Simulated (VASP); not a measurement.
Write the native input for VASP 6.6.1 that does the following.

```yaml
Task: relaxation of cell and atoms
Functional: PBE
Potentials_or_basis: VASP PAW PBE potentials, release 64 (Na_pv)
Cutoff: 600 eV
k_mesh: 16 × 16 × 16
Occupations: fermi-dirac, width 0.05 eV
Spin: no spin polarisation
Target_pressure: 35 GPa
Dipole_correction: no
Further_INCAR_settings: ALGO = Normal; EDIFF = 1e-06; IBRION = 2; EDIFFG = -0.005; NSW = 32; ISIF = 3
```

The structure of Na lies in POSCAR:

```
Na
1.0
   -2.4181338601      2.4181338601      1.3158460233
    2.4181338601     -2.4181338601      1.3158460233
    2.4181338601      2.4181338601     -1.3158460233
Na
2
Direct
   -0.3750000000     -0.1250000000     -0.2500000000
    0.3750000000      0.1250000000      0.2500000000
```

These files were run (other wordings do the same):

INCAR

```
ALGO = Normal
EDIFF = 1E-6
EDIFFG = -0.005
ENCUT = 600
GGA = PE
IBRION = 2
ISIF = 3
ISMEAR = -1
LASPH = True
LCHARG = False
LREAL = False
LWAVE = False
NELM = 100
NSW = 32
PREC = Accurate
PSTRESS = 350.0
SIGMA = 0.05
```

KPOINTS

```
k-points
0
Gamma
  16 16 16
```

Potentials or basis: VASP PAW PBE potentials, release 64 (Na_pv).

Run with:

```bash
$ cat potpaw_PBE.64/Na_pv/POTCAR > POTCAR
$ mpirun -np 1 vasp_std > vasp.out
```

It gave:

```json
{
 "Relaxed volume": "15.40 Å³/atom",
 "Relaxed cell": "a = 3.665 Å, b = 3.665 Å, c = 3.665 Å, α = 97.41°, β = 97.41°, γ = 137.91°",
 "Space group after relaxing (to 0.1 Å)": "I4_1/amd (No. 141)",
 "Energy change on relaxing (the run minimises the enthalpy)": "-2.0 meV/atom",
 "Ionic steps": "3",
 "Pressure after relaxing": "35.0 GPa",
 "Band gap on the k mesh": "zero (bands 7 and 8 overlap by 4.27 eV)"
}
```

Caveat: the cell is relaxed towards a set pressure, so the run minimises the enthalpy, not the energy.

It took 3.4 min on 1 thread of Intel(R) Xeon(R) Platinum 8259CL CPU @ 2.50GHz (Skylake/Cascade Lake) (shared host), peak memory 0.24 GiB.
